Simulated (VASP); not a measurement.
Wanted: the native input for a VASP 6.6.1 run.

| Quantity | Value |
| --- | --- |
| Task | single point |
| Functional | r2SCAN |
| Potentials or basis | VASP PAW PBE potentials, release 64 (Mg_sv, O) |
| Cutoff | 920 eV |
| k mesh | 9 × 9 × 6 |
| Occupations | gaussian, width 0.01 eV |
| Spin | no spin polarisation |
| Dipole correction | no |
| Further INCAR settings | ALGO = Normal; EDIFF = 1e-06; NBANDS = 24 |

MgO:

```
Mg O
1.0
     3.44883    0.00000    0.00000
    -1.72441    2.98677    0.00000
     0.00000    0.00000    4.14304
Mg O
2 2
Direct
  0.33333 0.66667 0.25000
  0.66667 0.33333 0.75000
  0.66667 0.33333 0.25000
  0.33333 0.66667 0.75000
```

The input as run:

POSCAR

```
MgO
1.0
    3.4488252838      0.0000000000      0.0000000000
   -1.7244126419      2.9867703089      0.0000000000
    0.0000000000      0.0000000000      4.1430416099
Mg O
2 2
Direct
    0.3333333333      0.6666666667      0.2500000000
    0.6666666667      0.3333333333      0.7500000000
    0.6666666667      0.3333333333      0.2500000000
    0.3333333333      0.6666666667      0.7500000000
```

INCAR.step1

```
ALGO     = Normal         # electronic algorithm
EDIFF    = 1E-5           # SCF threshold, eV
ENCUT    = 920            # plane-wave cutoff, eV
GGA      = PE             # functional
GGA_COMPAT= F            
ISMEAR   = 0              # smearing method
LASPH    = T              # aspherical terms in the spheres
LCHARG   = F              # write CHGCAR
LREAL    = F              # projectors in reciprocal space
LWAVE    = T              # write WAVECAR
NBANDS   = 24             # bands
NELM     = 120            # most SCF steps
PREC     = Accurate       # precision mode
SIGMA    = 0.01           # smearing width, eV
```

INCAR.step2

```
ALGO     = Normal         # electronic algorithm
EDIFF    = 1E-6           # SCF threshold, eV
ENCUT    = 920            # plane-wave cutoff, eV
GGA_COMPAT= F            
ISIF     = 2              # what is computed and relaxed
ISMEAR   = 0              # smearing method
ISTART   = 1            
LASPH    = T              # aspherical terms in the spheres
LCHARG   = F              # write CHGCAR
LMIXTAU  = T            
LREAL    = F              # projectors in reciprocal space
LWAVE    = F              # write WAVECAR
METAGGA  = R2SCAN         # meta-GGA
NBANDS   = 24             # bands
NELM     = 120            # most SCF steps
PREC     = Accurate       # precision mode
SIGMA    = 0.01           # smearing width, eV
```

KPOINTS

```
k-points
0
Gamma
  9 9 6
```

Potentials or basis: VASP PAW PBE potentials, release 64 (Mg_sv, O).

Launch:

```sh
$ cat potpaw_PBE.64/Mg_sv/POTCAR potpaw_PBE.64/O/POTCAR > POTCAR
$ cp INCAR.step1 INCAR
$ mpirun -np 1 vasp_std > vasp.out
$ cp INCAR.step2 INCAR
$ mpirun -np 1 vasp_std > vasp.out
```

It gave:

| Quantity | Value |
| --- | --- |
| Pressure | 5.1 GPa |
| Band gap on the k mesh | 4.26 eV |

Caveat: the cell stands under pressure; the PAW data sets were made with another functional, which shifts forces and pressure a little.

Wall time 2.9 min on 1 thread of Intel(R) Xeon(R) Platinum 8488C (Sapphire Rapids), with other jobs on the host, peak memory 0.28 GiB.
